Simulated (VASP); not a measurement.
# Be2Cd2O (P-3m1) in VASP: a series of runs, part 3 of 3

VASP 6.6.1.

## (5) Relaxation of cell and atoms, PBE

This run uses another cell than the first one, of 14.78 Å³/atom, 1.030 times its volume.

The input, INCAR:

```
SYSTEM = Be2Cd2O
ALGO     = Normal         ! electronic algorithm
EDIFF    = 1E-7           ! SCF threshold, eV
EDIFFG   = -0.04          ! ionic threshold
ENCUT    = 600            ! plane-wave cutoff, eV
GGA      = PE             ! functional
IBRION   = 2              ! ionic algorithm
ISIF     = 3              ! what is computed and relaxed
ISMEAR   = 0              ! smearing method
LASPH    = .True.         ! aspherical terms in the spheres
LCHARG   = .False.        ! write CHGCAR
LREAL    = .False.        ! projectors in reciprocal space
LWAVE    = .False.        ! write WAVECAR
NELM     = 80             ! most SCF steps
NSW      = 90             ! ionic steps
PREC     = Accurate       ! precision mode
SIGMA    = 0.1            ! smearing width, eV
```

The input, KPOINTS:

```
k-points
0
Gamma
  6 6 4
  0 0 0
```

The input, POSCAR:

```
Be2Cd2O
1.0
    3.6938945900      0.0000000000      0.0000000000
   -1.8469473000      3.1990065600      0.0000000000
    0.0000000000      0.0000000000      6.2534579500
Be Cd O
2 2 1
Direct
    0.3333333300      0.6666666700      0.6318000000
    0.6666666700      0.3333333300      0.3682000000
    0.3333333300      0.6666666700      0.2606000000
    0.6666666700      0.3333333300      0.7394000000
    0.0000000000      0.0000000000      0.0000000000
```

Started as:

```console
$ cat potpaw_PBE.64/Be/POTCAR potpaw_PBE.64/Cd/POTCAR potpaw_PBE.64/O/POTCAR > POTCAR
$ mpirun -np 1 vasp_std > vasp.out
```

Run time: 3.7 min. Hardware: 1 thread of Intel Xeon 6975P-C (Granite Rapids), shared host; peak memory 0.23 GiB.

It converged, with:

| Property | Result |
| --- | --- |
| Free energy | -13.5861 eV |
| Relaxed volume | 14.35 Å³/atom |
| Relaxed cell | a = 3.419 Å, b = 3.419 Å, c = 7.088 Å, α = 90.00°, β = 90.00°, γ = 120.00° |
| Space group after relaxing (to 0.05 Å) | P-3m1 (No. 164) |
| Energy gained by relaxing | 630.3 meV/atom |
| Ionic steps | 15 |
| Pressure after relaxing | 0.4 GPa |
| Largest force after relaxing | 0.016 eV/Å |
| Band gap on the k mesh | zero (band 17 reaches 4.59 eV, above the bottom of band 18 at 3.04 eV) |

Forces in eV/Å, atoms in the order of the input:
```
Be   0.000  0.000 -0.007
Be   0.000  0.000  0.007
Cd   0.000  0.000  0.016
Cd   0.000  0.000 -0.016
O    0.000  0.000  0.000
```

Step by step:
```
step  energy change (eV)  largest force (eV/Å)  pressure (GPa)  volume (Å³)
   1              0.0000                3.6467            7.21        73.90
   2             -1.2766                1.9571           -3.65        81.21
   3             -1.5353                1.0914           -7.73        86.34
   4             -2.2712                1.0612           -4.05        78.24
   5             -2.4520                0.8885            1.29        73.02
   6             -2.7074                0.8506            1.83        72.55
   7             -2.8528                1.2549            6.10        70.40
   8             -2.9404                1.1096            3.90        71.38
   9             -3.0792                0.3247           -2.91        76.14
  10             -3.0859                0.3219           -1.89        75.29
  11             -3.1297                0.2975           -0.72        73.44
  12             -3.1402                0.2736            0.27        72.09
  13             -3.1490                0.1166           -0.13        72.24
  14             -3.1508                0.0368           -0.38        72.35
  15             -3.1513                0.0161            0.38        71.74
```

Final structure:
```cif
data_structure
_symmetry_space_group_name_H-M 'P 1'
_symmetry_Int_Tables_number 1
_cell_length_a 3.4188
_cell_length_b 3.4188
_cell_length_c 7.0877
_cell_angle_alpha 90.000
_cell_angle_beta 90.000
_cell_angle_gamma 120.000
_cell_volume 71.74
loop_
_atom_site_label
_atom_site_type_symbol
_atom_site_fract_x
_atom_site_fract_y
_atom_site_fract_z
_atom_site_occupancy
Be1 Be 0.33333 0.66667 0.55651 1
Be2 Be 0.66667 0.33333 0.44349 1
Cd1 Cd 0.33333 0.66667 0.19801 1
Cd2 Cd 0.66667 0.33333 0.80199 1
O1 O 0.00000 0.00000 0.00000 1
```

Levels at points of the mesh, in eV from the Fermi level:
```
           k point  band 15  band 16  band 17  band 18  band 19  band 20
(0.00, 0.00, 0.00)    -2.35    -2.35    -1.70     3.24     3.24     4.79
(0.50, 0.00, 0.00)    -3.89    -2.92    -1.60     1.15     1.23     2.53
(0.00, 0.00, 0.50)    -2.36    -2.36     0.95     1.56     3.31     3.31
(0.50, 0.00, 0.50)    -2.85    -2.83    -0.51    -0.30     0.99     2.66
```

## (6) Single point, PBE, collinear spin, ferromagnetic start

The input, INCAR:

```
PREC = Accurate ; ENCUT = 520
EDIFF = 1E-6 ; ISMEAR = 0
SIGMA = 0.1 ; LREAL = False
LASPH = True ; NELM = 150
ALGO = Normal ; ISIF = 2
LWAVE = False ; LCHARG = True
ISPIN = 2 ; MAGMOM = 0 0 0 0 1
LORBIT = 11 ; GGA = PE
LELF = True ; LVHAR = True
NBANDS = 29
```

The input, KPOINTS:

```
regular mesh
0
Gamma
  6 6 4
```

The input, POSCAR:

```
Be2Cd2O
1.0
    3.4201602235      0.0000000000      0.0000000000
   -1.7100801118      2.9619456386      0.0000000000
    0.0000000000      0.0000000000      7.0800697718
Be Cd O
2 2 1
Direct
    0.3333333333      0.6666666667      0.5560122784
    0.6666666667      0.3333333333      0.4439877216
    0.3333333333      0.6666666667      0.1975578432
    0.6666666667      0.3333333333      0.8024421568
    0.0000000000      0.0000000000      0.0000000000
```

Potentials or basis: VASP PAW PBE potentials, release 64 (Be, Cd, O).

Started as:

```console
$ cat potpaw_PBE.64/Be/POTCAR potpaw_PBE.64/Cd/POTCAR potpaw_PBE.64/O/POTCAR > POTCAR
$ mpirun -np 1 vasp_std > vasp.out
```

Wall time 49 s (1 thread of Intel Xeon 6975P-C (Granite Rapids), shared host); peak memory 0.26 GiB.

The run converged. Its results:

| Property | Result |
| --- | --- |
| Free energy | -13.5822 eV |
| Pressure | 0.6 GPa |
| Largest force | 0.050 eV/Å |
| Band gap on the k mesh | zero (filled and empty bands overlap) |
| Net moment | 0.01 μB per cell |
| Valence electrons inside the program's atomic spheres | Be 1.00; Cd 10.28; O 4.89 |

Forces on the atoms (eV/Å):
```
Be   0.000  0.000  0.016
Be   0.000  0.000 -0.016
Cd   0.000  0.000  0.050
Cd   0.000  0.000 -0.050
O    0.000  0.000  0.000
```

Stress tensor (GPa, compression positive):
```
0.52 0.00 0.00
0.00 0.52 0.00
0.00 0.00 0.68
```

Levels at points of the mesh, in eV from the Fermi level:
Spin up:
```
           k point  band 13  band 14  band 15  band 16  band 17  band 18  band 19  band 20  band 21  band 22
(0.00, 0.00, 0.00)    -6.51    -2.36    -2.36    -2.36    -1.70     3.23     3.23     4.81     6.53     7.31
(0.50, 0.00, 0.00)    -3.96    -3.95    -3.89    -2.93    -1.59     1.15     1.24     2.52     3.95     6.45
(0.00, 0.00, 0.50)    -5.72    -3.92    -2.37    -2.37     0.94     1.58     3.30     3.30     7.31     7.31
(0.50, 0.00, 0.50)    -4.66    -4.44    -2.86    -2.82    -0.50    -0.30     0.99     2.67     5.24     6.12
```
Spin down:
```
           k point  band 13  band 14  band 15  band 16  band 17  band 18  band 19  band 20  band 21  band 22
(0.00, 0.00, 0.00)    -6.51    -2.36    -2.36    -2.36    -1.70     3.23     3.23     4.81     6.53     7.31
(0.50, 0.00, 0.00)    -3.96    -3.95    -3.89    -2.93    -1.59     1.15     1.24     2.53     3.95     6.45
(0.00, 0.00, 0.50)    -5.72    -3.92    -2.37    -2.37     0.94     1.58     3.30     3.30     7.31     7.31
(0.50, 0.00, 0.50)    -4.65    -4.44    -2.86    -2.82    -0.50    -0.30     0.99     2.67     5.25     6.12
```

## (7) The runs side by side

```csv
task,spin,cell,k mesh,cutoff (eV),gap on the mesh (eV),pressure (GPa),largest force (eV/Å)
single point,off,"a = 3.420, b = 3.420, c = 7.080 Å, angles 90.0, 90.0, 120.0°, 5 atoms",6 × 6 × 4,520,none,0.6,0.05
single point,off,"a = 3.694, b = 3.694, c = 6.253 Å, angles 90.0, 90.0, 120.0°, 5 atoms",6 × 6 × 4,520,none,7.3,3.65
single point,off,"a = 3.414, b = 3.414, c = 7.116 Å, angles 90.0, 90.0, 120.0°, 5 atoms",12 × 12 × 6,520,none,0.6,0.05
relaxation of cell and atoms,off,"relaxed from a = 3.694, b = 3.694, c = 6.253 Å, angles 90.0, 90.0, 120.0°, 5 atoms",6 × 6 × 4,600,none,0.4,0.02
single point,"collinear, ferromagnetic start","a = 3.420, b = 3.420, c = 7.080 Å, angles 90.0, 90.0, 120.0°, 5 atoms",6 × 6 × 4,520,none,0.6,0.05
```

Alike in all rows: level PBE; potentials or basis VASP PAW PBE potentials, release 64 (Be, Cd, O); smearing gaussian 0.1 eV.

Caveats: forces of over 1 eV/Å act on the atoms, so gaps and moduli don't describe the material at rest (some runs).

Total energies depend on the potentials used, so only differences within one code and one set of settings carry meaning.
